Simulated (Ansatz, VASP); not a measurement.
SiMo3: VASP beside Ansatz

```
CELL_PARAMETERS angstrom
4.29817 0.00000 0.00000
0.00000 4.29817 0.00000
0.00000 0.00000 3.22688
ATOMIC_POSITIONS crystal
Si 0.00000 0.00000 0.00000
Mo 0.50000 0.50000 0.00000
Mo 0.50000 0.00000 0.50000
Mo 0.00000 0.50000 0.50000
```

Change from the starting cell: species swapped into the InPd3 type (P4/mmm, No. 123).

Alike in both runs: functional PBE; k mesh 5 × 5 × 5; occupations gaussian, width 0.2 eV; no spin polarisation.

Ansatz relaxed the structure, and its values are those at the end. VASP's run is a single point on that final structure, the one shown.

|  | VASP | Ansatz |
| --- | --- | --- |
| version | VASP 6.6.1 | Ansatz 0.2.0 |
| potentials or method | VASP PAW PBE potentials, release 64 (Si, Mo_sv), cutoff 500 eV | scalar-relativistic, plane waves, PAW |
| valence electrons in the cell | 46 | 46 |

```csv
,VASP,Ansatz,Ansatz less VASP
gap on the k mesh at the Fermi level (eV),none,none,-
pressure (GPa),0.5,0.1,-0.39
```

A gap of «none» marks a metal or a gap that the smearing closes. With one functional, cell and mesh, what is left measures potentials, basis and numerics.

The k mesh is coarse, so the values compare programs but aren't converged.
